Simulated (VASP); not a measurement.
Set up this calculation in VASP 6.6.1, as the native input.

| Quantity | Value |
| --- | --- |
| Task | single point |
| Functional | PBE |
| Potentials or basis | VASP PAW PBE potentials, release 64 (Ta_pv, Si, O, F) |
| Cutoff | 520 eV |
| k mesh | 4 × 4 × 4 |
| Occupations | gaussian, width 0.1 eV |
| Spin | no spin polarisation |
| Dipole correction | no |
| Further INCAR settings | ALGO = Fast; EDIFF = 1e-06; NBANDS = 32 |

The structure of Ta2SiOF2 lies in POSCAR:

```
Ta2SiOF2
1.0
    2.4406671900     -4.0632417900      0.0000000000
    2.4406671900      4.0632417900      0.0000000000
    0.0000000000      0.0000000000      3.9317458000
Ta Si O F
2 1 1 2
Direct
    0.5000000000      0.0000000000      0.5000000000
    0.0000000000      0.5000000000      0.5000000000
    0.5000000000      0.5000000000      0.5000000000
    0.0000000000      0.0000000000      0.0000000000
    0.6641809900      0.3358190100      0.0000000000
    0.3358190100      0.6641809900      0.0000000000
```

The cell was generated, and may not be a known phase.

The input as run:

INCAR

```
ALGO = Fast ; EDIFF = 1E-6
ENCUT = 520 ; GGA = PE
ISIF = 2 ; ISMEAR = 0
LASPH = True ; LCHARG = False
LREAL = False ; LWAVE = False
NBANDS = 32 ; NELM = 60
PREC = Accurate ; SIGMA = 0.1
```

KPOINTS

```
k-points
0
Gamma
  4 4 4
```

Potentials or basis: VASP PAW PBE potentials, release 64 (Ta_pv, Si, O, F).

The run is started by

```bash
$ cat potpaw_PBE.64/Ta_pv/POTCAR potpaw_PBE.64/Si/POTCAR potpaw_PBE.64/O/POTCAR potpaw_PBE.64/F/POTCAR > POTCAR
$ mpirun -np 1 vasp_std > vasp.out
```

It gave:

- Pressure: 22.6 GPa
- Largest force: 0.763 eV/Å
- Band gap on the k mesh: zero (bands 23 and 24 overlap by 1.18 eV)

Caveat: the k points lie up to 0.40 Å⁻¹ apart, too coarse for converged energies and pressures of a metal; spin-orbit coupling is left out, which moves the levels of the heavy elements.

Wall time 72 s on 1 thread of Oxide Virtual Turin-like Processor, on a shared host, peak memory 0.19 GiB.
